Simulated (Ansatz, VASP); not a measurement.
Two plane-wave programs on SbP

```
Sb P
1.0
     3.85896    0.02613    0.00398
    -0.03141    4.87350   -0.21068
    -0.00111   -0.73233    5.54076
Sb P
2 2
Direct
  0.50007 0.52380 0.49062
  0.99988 0.97647 0.50952
  0.49982 0.38628 0.01288
  0.00007 0.11407 0.98726
```

Alike in both runs: functional PBE; k mesh 6 × 6 × 4; occupations gaussian, width 0.1 eV; no spin polarisation.

Ansatz relaxed the structure, and its values are those at the end. VASP's run is a single point on that final structure, the one shown.

```csv
,VASP,Ansatz
version,VASP 6.6.1,Ansatz 0.2.0
potentials or method,"VASP PAW PBE potentials, release 64 (Sb, P), cutoff 520 eV","scalar-relativistic, plane waves, PAW"
valence electrons in the cell,20,40
```

```csv
,VASP,Ansatz,Ansatz less VASP
gap on the k mesh at the Fermi level (eV),none,none,-
pressure (GPa),0.0,0.0,+0.04
rms of the force components (eV/Å),0.022,0.019,-0.0036
```

A gap of «none» marks a metal or a gap that the smearing closes. VASP's potentials hold 20 valence electrons a cell and Ansatz's 40, so a difference there can come from the potentials and not from the codes.

Spin-orbit coupling is off throughout.
